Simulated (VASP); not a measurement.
# Zn (C2/m) in VASP: further runs

The runs below take Zn through single point, with PBE.

Program: VASP 6.6.1. These are calculated values, not measurements. Logs are shortened: lines on timing, memory, paths and dates and some standing lists are left out, and cuts for length are marked.

### Step 1. The cell of the first run

Symmetry: C2/m, No. 12, monoclinic system. The conventional cell has a = 4.625 Å, b = 2.670 Å, c = 4.966 Å, α = 90.00°, β = 90.00°, γ = 90.00°. Within 3.2 Å of Zn (site symmetry m) lie 10 Zn at 2.40 to 3.19 Å.

### Step 2. Single point, PBE (shortest bond scaled by 0.82)

Input file INCAR:

```
SYSTEM = Zn
  PREC = Accurate
  ENCUT = 520
  EDIFF = 1E-6
  ISMEAR = -1
  SIGMA = 0.05
  LREAL = .FALSE.
  LASPH = .TRUE.
  NELM = 80
  ALGO = Normal
  ISIF = 2
  LWAVE = .FALSE.
  LCHARG = .FALSE.
  GGA = PE
  NBANDS = 19
```

Input file KPOINTS:

```
Automatic mesh
0
G
  13 13 6
  0 0 0
```

Input file POSCAR:

```
Zn
1.0
    2.6700000000      0.0000000000      0.0000000000
   -1.3350000000      2.3122878281      0.0000000000
    0.0000000000      0.0000000000      4.9660000000
Zn
2
Direct
    0.2733333333      0.6366666667      0.2050000000
    0.7266666667      0.3633333333      0.7950000000
```

Potentials or basis: VASP PAW PBE potentials, release 64 (Zn).

On the command line:

```console
$ cat potpaw_PBE.64/Zn/POTCAR > POTCAR
$ mpirun -np 1 vasp_std > vasp.out
```

OUTCAR:

```text
SYSTEM = Zn
   PREC = Accurate
   ENCUT = 520
   EDIFF = 1E-6
   ISMEAR = -1
   LREAL = .FALSE.
   LASPH = .TRUE.
   NELM = 80
   ISIF = 2
   GGA = PE

 ion  position               nearest neighbor table
   1  0.273  0.637  0.205-   2 2.40   2 2.65   2 2.65
   2  0.727  0.363  0.795-   1 2.40   1 2.65   1 2.65

  LATTYP: Found a hexagonal cell.
 ALAT       =     2.6700000000
 C/A-ratio  =     1.8599250936

  Lattice vectors:

 A1 = (   2.6700000000,   0.0000000000,   0.0000000000)
 A2 = (  -1.3350000000,   2.3122878281,   0.0000000000)
 A3 = (   0.0000000000,   0.0000000000,   4.9660000000)

Analysis of symmetry for initial positions (statically):
=====================================================================
 Subroutine PRICEL returns:
 Original cell was already a primitive cell.

 Routine SETGRP: Setting up the symmetry group for a
 hexagonal supercell.

 Subroutine GETGRP returns: Found  4 space group operations
 (whereof  4 operations were pure point group operations)
 out of a pool of 24 trial point group operations.

The static configuration has the point symmetry C_2h.

Analysis of symmetry for dynamics (positions and initial velocities):
=====================================================================
 Subroutine PRICEL returns:
 Original cell was already a primitive cell.

 Routine SETGRP: Setting up the symmetry group for a
 hexagonal supercell.

 Subroutine GETGRP returns: Found  4 space group operations
 (whereof  4 operations were pure point group operations)
 out of a pool of 24 trial point group operations.

The dynamic configuration has the point symmetry C_2h.

 Subroutine INISYM returns: Found  4 space group operations
 (whereof  4 operations are pure point group operations),
 and found     1 'primitive' translations

----------------------------------------------------------------------------------------

                                     Primitive cell

  volume of cell :      30.6591

  direct lattice vectors                    reciprocal lattice vectors
     2.670000000  0.000000000  0.000000000     0.374531835  0.216236056  0.000000000
    -1.335000000  2.312287828  0.000000000     0.000000000  0.432472112  0.000000000
     0.000000000  0.000000000  4.966000000     0.000000000  0.000000000  0.201369311

  length of vectors
     2.670000000  2.670000000  4.966000000     0.432472112  0.432472112  0.201369311

  position of ions in fractional coordinates (direct lattice)
     0.273333333  0.636666667  0.205000000
     0.726666667  0.363333333  0.795000000

  ion indices of the primitive-cell ions
   primitive index   ion index
                 1           1
                 2           2

----------------------------------------------------------------------------------------

 KPOINTS: Automatic mesh

Automatic generation of k-mesh.
 Grid dimensions read from file:
 generate k-points for:   13   13    6

 Generating k-lattice:

  Cartesian coordinates                     Fractional coordinates (reciprocal lattice)
     0.028810141  0.016633543  0.000000000     0.076923077  0.000000000  0.000000000
     0.000000000  0.033267086  0.000000000     0.000000000  0.076923077  0.000000000
     0.000000000  0.000000000  0.033561552     0.000000000  0.000000000  0.166666667

  Length of vectors
     0.033267086  0.033267086  0.033561552

  Shift w.r.t. Gamma in fractional coordinates (k-lattice)
     0.000000000  0.000000000  0.000000000

 Subroutine IBZKPT returns following result:
 ===========================================

 Found    280 irreducible k-points:

 Following reciprocal coordinates:
            Coordinates               Weight
  0.000000  0.000000  0.000000      1.000000
  0.076923 -0.000000  0.000000      2.000000
  0.000000  0.076923  0.000000      4.000000
  0.153846  0.000000  0.000000      2.000000
  0.000000  0.153846  0.000000      4.000000
  0.230769 -0.000000  0.000000      2.000000
[... 16 lines left out ...]
 -0.076923  0.384615  0.000000      4.000000
 -0.384615  0.307692  0.000000      4.000000
 [... further k-points ...]
   k-points           NKPTS =    280   k-points in BZ     NKDIM =    280   number of bands    NBANDS=     19
   number of dos      NEDOS =    301   number of ions     NIONS =      2
   total plane-waves  NPLWV =  16000
   dimension x,y,z NGX =    20 NGY =   20 NGZ =   40
   dimension x,y,z NGXF=    40 NGYF=   40 NGZF=   80
   ions per type =               2
   NGX,Y,Z   is equivalent  to a cutoff of  12.45, 12.45, 13.39 a.u.
   NGXF,Y,Z  is equivalent  to a cutoff of  24.91, 24.91, 26.78 a.u.
 SYSTEM =  Zn
   PREC   = accura    normal or accurate (medium, high low for compatibility)
   ISTART =      0    job   : 0-new  1-cont  2-samecut
   ICHARG =      2    charge: 1-file 2-atom 10-const
   ISPIN  =      1    spin polarized calculation?
   LNONCOLLINEAR =      F non collinear calculations
   LSORBIT =      F    spin-orbit coupling
   LASPH  =      T    aspherical Exc in radial PAW
   ENCUT  =  520.0 eV  38.22 Ry    6.18 a.u.   4.96  4.96  9.23*2*pi/ulx,y,z
   NELM   =     80;   NELMIN=  2; NELMDL= -5     # of ELM steps
   EDIFF  = 0.1E-05   stopping-criterion for ELM
   LREAL  =      F    real-space projection
   EDIFFG = 0.1E-04   stopping-criterion for IOM
   NSW    =      0    number of steps for IOM
   IBRION =     -1    ionic relax: 0-MD 1-quasi-New 2-CG
   NFREE  =      0    steps in history (QN), initial steepest desc. (CG)
   ISIF   =      2    stress and relaxation
   ISYM   =      2    0-nonsym 1-usesym 2-fastsym
   POTIM  = 0.5000    time-step for ionic-motion
   TEBEG  =    0.0;   TEEND  =   0.0 temperature during run
   PSTRESS=    0.0 pullay stress
   NELECT =      24.0000    total number of electrons
   NUPDOWN=      -1.0000    fix difference up-down
   EMIN   =  10.00;   EMAX   =-10.00  energy-range for DOS
   EFERMI =   0.00;   METHOD = LEGACY
   ISMEAR =    -1;   SIGMA  =   0.05  broadening in eV -4-tet -1-fermi 0-gaus
   EFERMI_NEDOS =   21; number of points for ismear=-14 and -15
   IALGO  =     38    algorithm
   IMIX   =      4    mixing-type and parameters
     AMIX     =   0.40;   BMIX     =  1.00
     AMIX_MAG =   1.60;   BMIX_MAG =  1.00
  volume/ion in A,a.u.               =      15.33       103.45
  Fermi-wavevector in a.u.,A,eV,Ry     =   1.508778  2.851177 30.972445  2.276410
  Thomas-Fermi vector in A             =   2.619187
   LORBIT       =      0    0 simple, 1 ext, 2 COOP (PROOUT), +10 PAW based schemes
   GGA     = PE    functional components
   LHFCALC =     F    Hartree Fock is set to
   AEXX    =    0.0000 exact exchange contribution
   IVDW    =     0    specifies the selected vdW correction
   LEPSILON=     F    determine dielectric tensor
   LRPA    =     F    only Hartree local field effects (RPA)
 non-spin polarized calculation
  energy-cutoff  :      520.00
  volume of cell :       30.66
 maximum number of plane-waves:       851
   NGX =  9   NGY =  9   NGZ = 19

 number of electron      23.9999988 magnetization

 Free energy of the ion-electron system (eV)
  ---------------------------------------------------
  ext. energy  EPLUGINS =         0.00000000
  ---------------------------------------------------
  free energy    TOTEN  =        -1.92141904 eV

  energy without entropy =       -1.92054360  energy(sigma->0) =       -1.92098132

 E-fermi :   2.9814     XC(G=0): -11.4339

 val. band max:        2.9080058980   @ k =   0.3846  -0.0000   0.0000
 cond. band min:       3.0150610779   @ k =   0.0000   0.3846   0.0000
 fundamental gap:      0.1070551799
 Fermi energy:         2.9814309943

 k-point     1 :       0.0000    0.0000    0.0000
  band No.  band energies     occupation
      1      -7.6768      2.00000
      2      -5.7654      2.00000
      3      -5.0252      2.00000
      4      -4.8168      2.00000
      5      -4.8125      2.00000
      6      -4.7971      2.00000
[... 11 lines left out ...]
     18      21.1544      0.00000
     19      21.9720      0.00000

 k-point     2 :       0.0769   -0.0000    0.0000
  band No.  band energies     occupation
      1      -7.5074      2.00000
      2      -5.6930      2.00000
      3      -5.0289      2.00000
      4      -4.8439      2.00000
      5      -4.7823      2.00000
      6      -4.7607      2.00000
[... 11 lines left out ...]
     18      20.7637      0.00000
     19      22.8287      0.00000

 k-point     3 :       0.0000    0.0769    0.0000
  band No.  band energies     occupation
      1      -7.5088      2.00000
      2      -5.6979      2.00000
      3      -5.0159      2.00000
      4      -4.8364      2.00000
      5      -4.8082      2.00000
      6      -4.7709      2.00000
[... 11 lines left out ...]
     18      20.3736      0.00000
     19      22.8270      0.00000

 k-point     4 :       0.1538    0.0000    0.0000
  band No.  band energies     occupation
      1      -7.0181      2.00000
      2      -5.5143      2.00000
      3      -5.0404      2.00000
      4      -4.9350      2.00000
      5      -4.7017      2.00000
      6      -4.6559      2.00000
[... 11 lines left out ...]
     18      19.4538      0.00000
     19      21.0103      0.00000

 k-point     5 :       0.0000    0.1538    0.0000
  band No.  band energies     occupation
      1      -7.0254      2.00000
      2      -5.5365      2.00000
      3      -5.0180      2.00000
      4      -4.8822      2.00000
      5      -4.8108      2.00000
      6      -4.6797      2.00000
[... 11 lines left out ...]
     18      19.4564      0.00000
     19      20.6581      0.00000
[... 334 lines left out ...]
      2      -5.3690      2.00000
      3      -5.1604      2.00000
      4      -4.9357      2.00000
      5      -4.7233      2.00000
      6      -4.5866      2.00000
[... 11 lines left out ...]
     18      18.4035      0.00000
     19      19.7082      0.00000

 k-point    22 :       0.3077    0.0769    0.0000
  band No.  band energies     occupation
      1      -5.5882      2.00000
      2      -5.4103      2.00000
      3      -5.2711      2.00000
      4      -4.8880      2.00000
      5      -4.7218      2.00000
      6      -4.6048      2.00000
[... 11 lines left out ...]
     18      17.8663      0.00000
     19      19.3831      0.00000

 k-point    23 :      -0.0769    0.3846    0.0000
  band No.  band energies     occupation
      1      -5.6501      2.00000
      2      -5.4144      2.00000
      3      -5.3139      2.00000
      4      -4.9233      2.00000
      5      -4.6488      2.00000
      6      -4.5914      2.00000
[... 11 lines left out ...]
     18      17.4105      0.00000
     19      19.3834      0.00000

 k-point    24 :      -0.3846    0.3077    0.0000
  band No.  band energies     occupation
      1      -5.6501      2.00000
      2      -5.4307      2.00000
      3      -5.3041      2.00000
      4      -4.9478      2.00000
      5      -4.5996      2.00000
      6      -4.5412      2.00000
[... 11 lines left out ...]
     18      17.4503      0.00000
     19      19.3560      0.00000

 [... further k-points ...]

------------------------ aborting loop because EDIFF is reached ----------------------------------------

  FORCE on cell =-STRESS in cart. coord.  units (eV):
  Direction    XX          YY          ZZ          XY          YZ          ZX
  --------------------------------------------------------------------------------------
  -------------------------------------------------------------------------------------
  Total        0.6939714      0.5767393      2.2024338      0.1015260      0.3714848      0.6434288
  in kB       36.2653855     30.1390998    115.0942388      5.3055190     19.4129581     33.6241398
  external PRESSURE =      60.4995747 kB  Pullay stress =       0.0000000 kB

 VOLUME and BASIS-vectors are now :
 -----------------------------------------------------------------------------
  energy-cutoff  :      520.00
  volume of cell :       30.66
      direct lattice vectors                 reciprocal lattice vectors
     2.670000000  0.000000000  0.000000000     0.374531835  0.216236056  0.000000000
    -1.335000000  2.312287828  0.000000000     0.000000000  0.432472112  0.000000000
     0.000000000  0.000000000  4.966000000     0.000000000  0.000000000  0.201369311

 POSITION                                       TOTAL-FORCE (eV/Angst)
 -----------------------------------------------------------------------------------
     -0.12015      1.47216      1.01803         0.370560      0.213943      1.546225
      1.45515      0.84013      3.94797        -0.370560     -0.213943     -1.546225
 -----------------------------------------------------------------------------------
    total drift:                                0.000000     -0.000000      0.000000

  FREE ENERGIE OF THE ION-ELECTRON SYSTEM (eV)
  ---------------------------------------------------
  free  energy   TOTEN  =        -1.9214190439 eV

  energy  without entropy=       -1.9205436024  energy(sigma->0) =       -1.92098132
```

It took 4.1 min on 1 thread of Intel Xeon 8259CL, shared host; peak memory 0.25 GiB.

Results:

* Free energy: -1.9214 eV
* Pressure: 6.0 GPa
* Largest force: 1.604 eV/Å
* Band gap on the k mesh: zero (bands 12 and 13 overlap by 3.99 eV)

Forces in eV/Å, atoms in the order of the input:
```
Zn   0.371  0.214  1.546
Zn  -0.371 -0.214 -1.546
```

Stress tensor (GPa, compression positive):
```
 3.63  0.53  3.36
 0.53  3.01  1.94
 3.36  1.94 11.51
```

Caveat: the cell differs from its parent crystal (shortest bond scaled by 0.82); the stress differs along the axes, from 3 to 12 GPa; forces of over 1 eV/Å act on the atoms, so gaps and moduli don't describe the material at rest.

[end of part 1 of 2]

The gap in the log of VASP goes by the Fermi energy; the results here count the filled bands.